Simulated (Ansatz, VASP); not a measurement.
## Two plane-wave programs on Na

Contents of INCAR:

```
SYSTEM = Na
  ALGO = Fast
  EDIFF = 1E-6
  ENCUT = 520
  GGA = PS
  ISIF = 2
  ISMEAR = 0
  LASPH = .TRUE.
  LCHARG = .FALSE.
  LREAL = .FALSE.
  LWAVE = .FALSE.
  NBANDS = 14
  NELM = 80
  PREC = Accurate
  SIGMA = 0.15
```

Contents of KPOINTS:

```
k-points
0
G
  12 12 10
  0 0 0
```

The input POSCAR:

```
Na
1.0
    0.0000000000     -3.7271439106      0.0000000000
   -3.7271439106      0.0000000000      0.0000000000
    0.0000000000      0.0000000000     -5.2241838134
Na
2
Direct
    0.5000000000      0.5547335989      0.5403316590
    0.0000000000     -0.0547335989     -0.0403316590
```

Input for Ansatz:

```yaml
crystal:
  lattice:
    - [0.0, -3.7271439106, 0.0]
    - [-3.7271439106, 0.0, 0.0]
    - [0.0, 0.0, -5.2241838134]
  atoms:
    - { symbol: Na, position: [0.5, 0.5547335989, 0.540331659] }
    - { symbol: Na, position: [0.0, -0.0547335989, -0.040331659] }
basis:
  ecutwfc: 520.0
kpoints:
  mp_grid: { grid: [12, 12, 10] }
hamiltonian:
  xc: pbesol
scf:
  occupations: { method: gaussian, width: 0.15 }
output:
  forces: true
  stress: true
  eigenvalues: true
```

Change from the starting cell: mode 4 frozen in at -0.204 Å and mode 6 at -0.211 Å (largest displacements).

Alike in both runs: task single point; functional PBEsol; k mesh 12 × 12 × 10; occupations gaussian, width 0.15 eV; no spin polarisation.

|  | VASP | Ansatz |
| --- | --- | --- |
| version | VASP 6.6.1 | Ansatz 0.2.0 |
| potentials or method | VASP PAW PBE potentials, release 64 (Na_pv), cutoff 520 eV | scalar-relativistic, plane waves, PAW |
| valence electrons in the cell | 14 | 18 |

Ansatz gave:

- gap on the k mesh at the Fermi level (eV): none
- pressure (GPa): 0.4
- traceless stress, the component that is largest in VASP (GPa): 0.48
- rms of the force components (eV/Å): 0.236

Problem. Which values does VASP return?

Solution. gap on the k mesh at the Fermi level (eV): none; pressure (GPa): 0.5; traceless stress, the component that is largest in VASP (GPa): 0.48; rms of the force components (eV/Å): 0.236.

VASP's potentials were made for PBE, not for PBEsol. Atom by atom the forces differ by 0.001 eV/Å (rms over components). A gap of «none» marks a metal or a gap that the smearing closes. VASP's potentials hold 14 valence electrons a cell and Ansatz's 18, so a difference there can come from the potentials and not from the codes.
